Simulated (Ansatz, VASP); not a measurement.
**Pt: VASP beside Ansatz**

```
Pt
1.0
     2.75330    0.00000    0.00000
    -1.37665    2.38443    0.00000
     0.00000    0.00000   23.99223
Pt
5
Direct
  0.66667 0.33333 0.31277
  0.33333 0.66667 0.40717
  0.00000 0.00000 0.50000
  0.66667 0.33333 0.59283
  0.33333 0.66667 0.68723
```

Alike in both runs: functional LDA; k mesh 15 × 15 × 1; occupations gaussian, width 0.1 eV; no spin polarisation.

Ansatz relaxed the structure, and its values are those at the end. VASP's run is a single point on that final structure, the one shown.

|  | VASP | Ansatz |
| --- | --- | --- |
| version | VASP 6.6.1 | Ansatz 0.2.0 |
| potentials or method | VASP PAW LDA potentials, release 64 (Pt), cutoff 520 eV | scalar-relativistic, plane waves, PAW |
| valence electrons in the cell | 50 | 90 |

```csv
,VASP,Ansatz,Ansatz less VASP
gap on the k mesh at the Fermi level (eV),none,none,-
rms of the force components (eV/Å),0.011,0.002,-0.0091
"work function, face that differs most (eV)",6.04,6.05,+0.003
```

LDA's correlation is that of Perdew and Zunger in VASP and of Perdew and Wang (1992) in Ansatz. A gap of «none» marks a metal or a gap that the smearing closes. VASP's potentials hold 50 valence electrons a cell and Ansatz's 90, so a difference there can come from the potentials and not from the codes. Ansatz's warnings: xc potential rough in thin density.

Spin-orbit coupling is off throughout.
